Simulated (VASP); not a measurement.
Input of a VASP 6.6.1 run:

Contents of INCAR:

```
SYSTEM = Be16H
PREC = Accurate
ENCUT = 520
EDIFF = 1E-6
ISMEAR = -1
SIGMA = 0.15
LREAL = Auto
LASPH = .TRUE.
NELM = 100
ALGO = Normal
ISIF = 2
LWAVE = .FALSE.
LCHARG = .FALSE.
GGA = PE
NBANDS = 30
```

File KPOINTS:

```
Automatic mesh
0
G
  5 5 3
  0 0 0
```

The input POSCAR:

```
Be16H
1.0
   -2.2900000000     -3.9663960000      0.0000000000
    3.4350000000     -1.9831980000      0.0000000000
    0.0000000000      0.0000000000      7.1768600000
Be H
16 1
Direct
    0.7496085062      0.5069235747     -0.0055726320
    0.4831980586      0.3425256344      0.2501149528
    0.7496081922      0.5069277322      0.5058049063
    0.4991717252      0.3339925039      0.7501155101
    0.4962654107     -0.0037092313     -0.0047314564
    0.2495326540      0.8330709688      0.2501134201
    0.4962664068     -0.0037076938      0.5049617799
    0.2496049456      0.8281593378      0.7501145348
    0.2495794966      0.4965726484     -0.0011909108
    0.0159384567      0.3421412128      0.2501150921
    0.2495803621      0.4965729343      0.5014206770
    0.0000222901      0.3339790522      0.7501148134
    0.0029592905     -0.0037301964     -0.0047424640
    0.7497391883      0.8153358780      0.2501156495
    0.0029597779     -0.0037301626      0.5049723695
    0.7495948801      0.8370131806      0.7501160675
    0.7493798118      0.1705245325      0.2501176002
```

Potentials or basis: VASP PAW PBE potentials, release 64 (Be, H).

Command:

```bash
$ cat potpaw_PBE.64/Be/POTCAR potpaw_PBE.64/H/POTCAR > POTCAR
$ mpirun -np 1 vasp_std > vasp.out
```

Problem. Estimate the largest force.

Solution. 0.012 eV/Å.

Problem. What does it give for the pressure?

Solution. 1.7 GPa.

Stress tensor (GPa, compression positive):
```
0.91 0.87 0.00
0.87 1.90 0.00
0.00 0.00 2.26
```
